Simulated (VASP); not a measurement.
# NbAl2C2 (P6/mmm) in VASP: single point with PBE

Aim: the single point of NbAl2C2 with PBE.

Program: VASP 6.6.1. These are calculated values, not measurements. Logs are shortened: lines on timing, memory, paths and dates and some standing lists are left out, and cuts for length are marked.

## (1) The cell of the first run

The structure is hexagonal, space group P6/mmm (No. 191). Conventional cell: a = 4.397 Å, b = 4.397 Å, c = 5.400 Å, α = 90.00°, β = 90.00°, γ = 120.00°. Al (site symmetry -6m2) has 3 Al at 2.54 Å and 6 C at 2.63 Å within 3.4 Å. Nb (site symmetry 6/mmm) has 2 C at 2.02 Å within 2.7 Å. Within 1.8 Å of C (site symmetry 6mm) lie 1 C at 1.36 Å.

The cell was generated, and may not be a known phase.

## (2) Single point, PBE

Contents of INCAR:

```
SYSTEM = NbAl2C2
PREC = Accurate ; ENCUT = 1300
EDIFF = 1E-6 ; ISMEAR = 0
SIGMA = 0.1 ; LREAL = .False.
LASPH = .True. ; NELM = 120
ALGO = Normal ; ISIF = 2
LWAVE = .False. ; LCHARG = .False.
GGA = PE ; NBANDS = 22
GGA_COMPAT = .False.
```

Contents of KPOINTS:

```
regular mesh
0
Gamma
  6 6 4
  0 0 0
```

Contents of POSCAR:

```
NbAl2C2
1.0
    4.3970004080      0.0000000000      0.0000000000
   -2.1985002040      3.8079140538      0.0000000000
    0.0000000000      0.0000000000      5.4003181576
Al Nb C
2 1 2
Direct
    0.3333333333      0.6666666667      0.0000000000
    0.6666666667      0.3333333333      0.0000000000
    0.0000000000      0.0000000000      0.5000000000
    0.0000000000      0.0000000000      0.8742439466
    0.0000000000      0.0000000000      0.1257560534
```

Potentials or basis: VASP PAW PBE potentials, release 64 (Al, Nb_sv, C_h).

Run with:

```bash
> cat potpaw_PBE.64/Al/POTCAR potpaw_PBE.64/Nb_sv/POTCAR potpaw_PBE.64/C_h/POTCAR > POTCAR
> mpirun -np 1 vasp_std > vasp.out
```

OUTCAR:

```text
SYSTEM = NbAl2C2
   PREC = Accurate
   ENCUT = 1300
   EDIFF = 1E-6
   ISMEAR = 0
   LREAL = .False.
   LASPH = .True.
   NELM = 120
   ISIF = 2
   GGA = PE

 ion  position               nearest neighbor table
   1  0.333  0.667  0.000-   2 2.54   2 2.54   2 2.54
   2  0.667  0.333  0.000-   1 2.54   1 2.54   1 2.54
   3  0.000  0.000  0.500-   5 2.02   4 2.02
   4  0.000  0.000  0.874-   5 1.36   3 2.02
   5  0.000  0.000  0.126-   4 1.36   3 2.02

  LATTYP: Found a hexagonal cell.
 ALAT       =     4.3970004080
 C/A-ratio  =     1.2281823190

  Lattice vectors:

 A1 = (   4.3970004080,   0.0000000000,   0.0000000000)
 A2 = (  -2.1985002040,   3.8079140538,   0.0000000000)
 A3 = (   0.0000000000,   0.0000000000,   5.4003181576)

Analysis of symmetry for initial positions (statically):
=====================================================================
 Subroutine PRICEL returns:
 Original cell was already a primitive cell.

 Routine SETGRP: Setting up the symmetry group for a
 hexagonal supercell.

 Subroutine GETGRP returns: Found 24 space group operations
 (whereof 24 operations were pure point group operations)
 out of a pool of 24 trial point group operations.

The static configuration has the point symmetry D_6h.

Analysis of symmetry for dynamics (positions and initial velocities):
=====================================================================
 Subroutine PRICEL returns:
 Original cell was already a primitive cell.

 Routine SETGRP: Setting up the symmetry group for a
 hexagonal supercell.

 Subroutine GETGRP returns: Found 24 space group operations
 (whereof 24 operations were pure point group operations)
 out of a pool of 24 trial point group operations.

The dynamic configuration has the point symmetry D_6h.

 Subroutine INISYM returns: Found 24 space group operations
 (whereof 24 operations are pure point group operations),
 and found     1 'primitive' translations

----------------------------------------------------------------------------------------

                                     Primitive cell

  volume of cell :      90.4197

  direct lattice vectors                    reciprocal lattice vectors
     4.397000408  0.000000000  0.000000000     0.227427771  0.131305485  0.000000000
    -2.198500204  3.807914054  0.000000000     0.000000000  0.262610969  0.000000000
     0.000000000  0.000000000  5.400318158     0.000000000  0.000000000  0.185174275

  length of vectors
     4.397000408  4.397000408  5.400318158     0.262610969  0.262610969  0.185174275

  position of ions in fractional coordinates (direct lattice)
     0.333333333  0.666666667  0.000000000
     0.666666667  0.333333333  0.000000000
     0.000000000  0.000000000  0.500000000
     0.000000000  0.000000000  0.874243947
     0.000000000  0.000000000  0.125756053

  ion indices of the primitive-cell ions
   primitive index   ion index
                 1           1
                 2           2
                 3           3
                 4           4
                 5           5

----------------------------------------------------------------------------------------

 KPOINTS: regular mesh

Automatic generation of k-mesh.
 Grid dimensions read from file:
 generate k-points for:    6    6    4

 Generating k-lattice:

  Cartesian coordinates                     Fractional coordinates (reciprocal lattice)
     0.037904628  0.021884247  0.000000000     0.166666667  0.000000000  0.000000000
     0.000000000  0.043768495  0.000000000     0.000000000  0.166666667  0.000000000
     0.000000000  0.000000000  0.046293569     0.000000000  0.000000000  0.250000000

  Length of vectors
     0.043768495  0.043768495  0.046293569

  Shift w.r.t. Gamma in fractional coordinates (k-lattice)
     0.000000000  0.000000000  0.000000000

 Subroutine IBZKPT returns following result:
 ===========================================

 Found     21 irreducible k-points:

 Following reciprocal coordinates:
            Coordinates               Weight
  0.000000  0.000000  0.000000      1.000000
  0.166667  0.000000  0.000000      6.000000
  0.333333  0.000000  0.000000      6.000000
  0.500000  0.000000  0.000000      3.000000
  0.166667  0.166667  0.000000      6.000000
  0.333333  0.166667  0.000000     12.000000
[... 13 lines left out ...]
  0.333333  0.166667  0.500000     12.000000
  0.333333  0.333333  0.500000      2.000000
   k-points           NKPTS =     21   k-points in BZ     NKDIM =     21   number of bands    NBANDS=     22
   number of dos      NEDOS =    301   number of ions     NIONS =      5
   total plane-waves  NPLWV = 186624
   dimension x,y,z NGX =    54 NGY =   54 NGZ =   64
   dimension x,y,z NGXF=   108 NGYF=  108 NGZF=  128
   ions per type =               2   1   2
   NGX,Y,Z   is equivalent  to a cutoff of  20.42, 20.42, 19.70 a.u.
   NGXF,Y,Z  is equivalent  to a cutoff of  40.83, 40.83, 39.40 a.u.
 SYSTEM =  NbAl2C2
   PREC   = accura    normal or accurate (medium, high low for compatibility)
   ISTART =      0    job   : 0-new  1-cont  2-samecut
   ICHARG =      2    charge: 1-file 2-atom 10-const
   ISPIN  =      1    spin polarized calculation?
   LNONCOLLINEAR =      F non collinear calculations
   LSORBIT =      F    spin-orbit coupling
   LASPH  =      T    aspherical Exc in radial PAW
   ENCUT  = 1300.0 eV  95.55 Ry    9.77 a.u.  12.93 12.93 15.88*2*pi/ulx,y,z
   NELM   =    120;   NELMIN=  2; NELMDL= -5     # of ELM steps
   EDIFF  = 0.1E-05   stopping-criterion for ELM
   LREAL  =      F    real-space projection
   EDIFFG = 0.1E-04   stopping-criterion for IOM
   NSW    =      0    number of steps for IOM
   IBRION =     -1    ionic relax: 0-MD 1-quasi-New 2-CG
   NFREE  =      0    steps in history (QN), initial steepest desc. (CG)
   ISIF   =      2    stress and relaxation
   ISYM   =      2    0-nonsym 1-usesym 2-fastsym
   POTIM  = 0.5000    time-step for ionic-motion
   TEBEG  =    0.0;   TEEND  =   0.0 temperature during run
   PSTRESS=    0.0 pullay stress
   NELECT =      27.0000    total number of electrons
   NUPDOWN=      -1.0000    fix difference up-down
   EMIN   =  10.00;   EMAX   =-10.00  energy-range for DOS
   EFERMI =   0.00;   METHOD = LEGACY
   ISMEAR =     0;   SIGMA  =   0.10  broadening in eV -4-tet -1-fermi 0-gaus
   EFERMI_NEDOS =   21; number of points for ismear=-14 and -15
   IALGO  =     38    algorithm
   IMIX   =      4    mixing-type and parameters
     AMIX     =   0.40;   BMIX     =  1.00
     AMIX_MAG =   1.60;   BMIX_MAG =  1.00
  volume/ion in A,a.u.               =      18.08       122.04
  Fermi-wavevector in a.u.,A,eV,Ry     =   1.094230  2.067794 16.290775  1.197338
  Thomas-Fermi vector in A             =   2.230530
   LORBIT       =      0    0 simple, 1 ext, 2 COOP (PROOUT), +10 PAW based schemes
   GGA     = PE    functional components
   LHFCALC =     F    Hartree Fock is set to
   AEXX    =    0.0000 exact exchange contribution
   IVDW    =     0    specifies the selected vdW correction
   LEPSILON=     F    determine dielectric tensor
   LRPA    =     F    only Hartree local field effects (RPA)
 non-spin polarized calculation
 Gauss-broadening in eV      SIGMA  =   0.10
  energy-cutoff  :     1300.00
  volume of cell :       90.42
 maximum number of plane-waves:      9675
 NGX is ok and might be reduce to    54
   NGX = 25   NGY = 25   NGZ = 31

 number of electron      27.0000000 magnetization

 Free energy of the ion-electron system (eV)
  ---------------------------------------------------
  ext. energy  EPLUGINS =         0.00000000
  ---------------------------------------------------
  free energy    TOTEN  =       -29.24679586 eV

  energy without entropy =      -29.22290709  energy(sigma->0) =      -29.23485147

 E-fermi :   5.4148     XC(G=0):  -9.6562

 val. band max:        5.4028708210   @ k =   0.1667   0.0000   0.2500
 cond. band min:       5.4588626039   @ k =   0.0000   0.0000   0.5000
 fundamental gap:      0.0559917829
 Fermi energy:         5.4147830630

 k-point     1 :       0.0000    0.0000    0.0000
  band No.  band energies     occupation
      1     -50.0062      2.00000
      2     -26.1539      2.00000
      3     -26.1539      2.00000
      4     -25.9273      2.00000
      5      -9.7552      2.00000
      6      -0.9152      2.00000
[... 14 lines left out ...]
     21      11.0151      0.00000
     22      12.1436      0.00000

 k-point     2 :       0.1667    0.0000    0.0000
  band No.  band energies     occupation
      1     -50.0061      2.00000
      2     -26.1566      2.00000
      3     -26.1546      2.00000
      4     -25.9269      2.00000
      5      -9.6830      2.00000
      6      -1.3496      2.00000
[... 14 lines left out ...]
     21      10.8749      0.00000
     22      11.2810      0.00000

 k-point     3 :       0.3333    0.0000    0.0000
  band No.  band energies     occupation
      1     -50.0059      2.00000
      2     -26.1621      2.00000
      3     -26.1561      2.00000
      4     -25.9262      2.00000
      5      -9.5293      2.00000
      6      -2.1084      2.00000
[... 14 lines left out ...]
     21      10.7066      0.00000
     22      11.2226      0.00000

 k-point     4 :       0.5000    0.0000    0.0000
  band No.  band energies     occupation
      1     -50.0058      2.00000
      2     -26.1648      2.00000
      3     -26.1568      2.00000
      4     -25.9258      2.00000
      5      -9.4471      2.00000
      6      -2.4343      2.00000
[... 14 lines left out ...]
     21      10.6473      0.00000
     22      10.6497      0.00000

 k-point     5 :       0.1667    0.1667    0.0000
  band No.  band energies     occupation
      1     -50.0059      2.00000
      2     -26.1602      2.00000
      3     -26.1562      2.00000
      4     -25.9264      2.00000
      5      -9.5692      2.00000
      6      -1.8562      2.00000
[... 14 lines left out ...]
     21      10.9844      0.00000
     22      11.0023      0.00000

 k-point     6 :       0.3333    0.1667    0.0000
  band No.  band energies     occupation
      1     -50.0058      2.00000
      2     -26.1635      2.00000
      3     -26.1581      2.00000
      4     -25.9258      2.00000
      5      -9.4485      2.00000
      6      -2.2131      2.00000
[... 14 lines left out ...]
     21      10.9138      0.00000
     22      10.9847      0.00000

 k-point     7 :       0.3333    0.3333    0.0000
  band No.  band energies     occupation
      1     -50.0057      2.00000
      2     -26.1617      2.00000
      3     -26.1617      2.00000
      4     -25.9256      2.00000
      5      -9.4078      2.00000
      6      -1.7555      2.00000
[... 249 lines left out ...]
      6      -2.6942      2.00000
[... 14 lines left out ...]
     21      10.7153      0.00000
     22      11.4219      0.00000

 k-point    18 :       0.5000    0.0000    0.5000
  band No.  band energies     occupation
      1     -50.0058      2.00000
      2     -26.1646      2.00000
      3     -26.1566      2.00000
      4     -25.9278      2.00000
      5      -9.2633      2.00000
      6      -2.6073      2.00000
[... 14 lines left out ...]
     21      10.1062      0.00000
     22      10.7616      0.00000

 k-point    19 :       0.1667    0.1667    0.5000
  band No.  band energies     occupation
      1     -50.0059      2.00000
      2     -26.1601      2.00000
      3     -26.1561      2.00000
      4     -25.9284      2.00000
      5      -9.3847      2.00000
      6      -2.7367      2.00000
[... 14 lines left out ...]
     21      10.9968      0.00000
     22      11.1538      0.00000

 k-point    20 :       0.3333    0.1667    0.5000
  band No.  band energies     occupation
      1     -50.0058      2.00000
      2     -26.1633      2.00000
      3     -26.1580      2.00000
      4     -25.9278      2.00000
      5      -9.2648      2.00000
      6      -2.6086      2.00000
[... 14 lines left out ...]
     21      10.4716      0.00000
     22      11.7926      0.00000

 k-point    21 :       0.3333    0.3333    0.5000
  band No.  band energies     occupation
      1     -50.0057      2.00000
      2     -26.1615      2.00000
      3     -26.1615      2.00000
      4     -25.9276      2.00000
      5      -9.2243      2.00000
      6      -2.5656      2.00000
[... 14 lines left out ...]
     21      10.3613      0.00000
     22      13.1056      0.00000

------------------------ aborting loop because EDIFF is reached ----------------------------------------

  FORCE on cell =-STRESS in cart. coord.  units (eV):
  Direction    XX          YY          ZZ          XY          YZ          ZX
  --------------------------------------------------------------------------------------
  -------------------------------------------------------------------------------------
  Total       -0.0536406     -0.0536406     -0.1572142      0.0000000     -0.0000000      0.0000000
  in kB       -0.9504759     -0.9504759     -2.7857323      0.0000000     -0.0000000      0.0000000
  external PRESSURE =      -1.5622281 kB  Pullay stress =       0.0000000 kB

 VOLUME and BASIS-vectors are now :
 -----------------------------------------------------------------------------
  energy-cutoff  :     1300.00
  volume of cell :       90.42
      direct lattice vectors                 reciprocal lattice vectors
     4.397000408  0.000000000  0.000000000     0.227427771  0.131305485  0.000000000
    -2.198500204  3.807914054  0.000000000     0.000000000  0.262610969  0.000000000
     0.000000000  0.000000000  5.400318158     0.000000000  0.000000000  0.185174275

 POSITION                                       TOTAL-FORCE (eV/Angst)
 -----------------------------------------------------------------------------------
     -0.00000      2.53861      0.00000         0.000000     -0.000000      0.000000
      2.19850      1.26930      0.00000        -0.000000     -0.000000      0.000000
      0.00000      0.00000      2.70016        -0.000000     -0.000000      0.000000
      0.00000      0.00000      4.72120         0.000000      0.000000     -0.006073
      0.00000      0.00000      0.67912        -0.000000      0.000000      0.006073
 -----------------------------------------------------------------------------------
    total drift:                                0.000000     -0.000000     -0.000000

  FREE ENERGIE OF THE ION-ELECTRON SYSTEM (eV)
  ---------------------------------------------------
  free  energy   TOTEN  =       -29.2467958573 eV

  energy  without entropy=      -29.2229070872  energy(sigma->0) =      -29.23485147
```

Run time: 2.1 min. Hardware: 1 thread of Intel Xeon 6975P-C (Granite Rapids), shared host; peak memory 0.54 GiB.

Results:

| Property | Result |
| --- | --- |
| Free energy | -29.2468 eV |
| Pressure | -0.2 GPa |
| Largest force | 0.006 eV/Å |
| Band gap on the k mesh | zero (an odd number of electrons rules out a gap without spin polarisation) |

Forces on the atoms (eV/Å):
```
Al   0.000  0.000  0.000
Al   0.000  0.000  0.000
Nb   0.000  0.000  0.000
C    0.000  0.000 -0.006
C    0.000  0.000  0.006
```

Stress tensor (GPa, compression positive):
```
-0.10  0.00  0.00
 0.00 -0.10  0.00
 0.00  0.00 -0.28
```

The gap in the log of VASP goes by the Fermi energy; the results here count the filled bands.